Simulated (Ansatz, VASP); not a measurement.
# Tl: VASP beside Ansatz

INCAR

```
ALGO = Normal ; EDIFF = 1E-6
ENCUT = 520 ; GGA = PE
ISIF = 2 ; ISMEAR = 0
IVDW = 12 ; LASPH = T
LCHARG = F ; LREAL = F
LWAVE = F ; NBANDS = 12
NELM = 60 ; PREC = Accurate
SIGMA = 0.1
```

File KPOINTS:

```
k-points
0
Gamma
  14 14 14
```

Contents of POSCAR:

```
Tl
1.0
    0.0000000000      2.3982952300      2.3982952300
    2.3982952300      0.0000000000      2.3982952300
    2.3982952300      2.3982952300      0.0000000000
Tl
1
Direct
    0.0000000000      0.0000000000      0.0000000000
```

Input for Ansatz:

```yaml
crystal:
  lattice:
    - [0.0, 2.39829523, 2.39829523]
    - [2.39829523, 0.0, 2.39829523]
    - [2.39829523, 2.39829523, 0.0]
  atoms:
    - { symbol: Tl, position: [0.0, 0.0, 0.0] }
basis:
  ecutwfc: 420
kpoints:
  mp_grid: { grid: [14, 14, 14] }
hamiltonian:
  xc: pbe
  dispersion: d3bj
scf:
  occupations: { method: gaussian, width: 0.1 }
output:
  forces: true
  stress: true
  eigenvalues: true
```

Alike in both runs: task single point; functional PBE; dispersion D3(BJ); k mesh 14 × 14 × 14; occupations gaussian, width 0.1 eV; no spin polarisation.

```csv
,VASP,Ansatz
version,VASP 6.6.1,Ansatz 0.2.0
potentials or method,"VASP PAW PBE potentials, release 64 (Tl_d), cutoff 520 eV","scalar-relativistic, plane waves, PAW"
valence electrons in the cell,13,13
```

Ansatz gave:

| Quantity | Value |
| --- | --- |
| gap on the k mesh at the Fermi level (eV) | none |
| pressure (GPa) | 2.4 |

Task: Which values does VASP return?

Result: gap on the k mesh at the Fermi level (eV): none; pressure (GPa): 2.3.

A gap of «none» marks a metal or a gap that the smearing closes.

Spin-orbit coupling is off throughout.
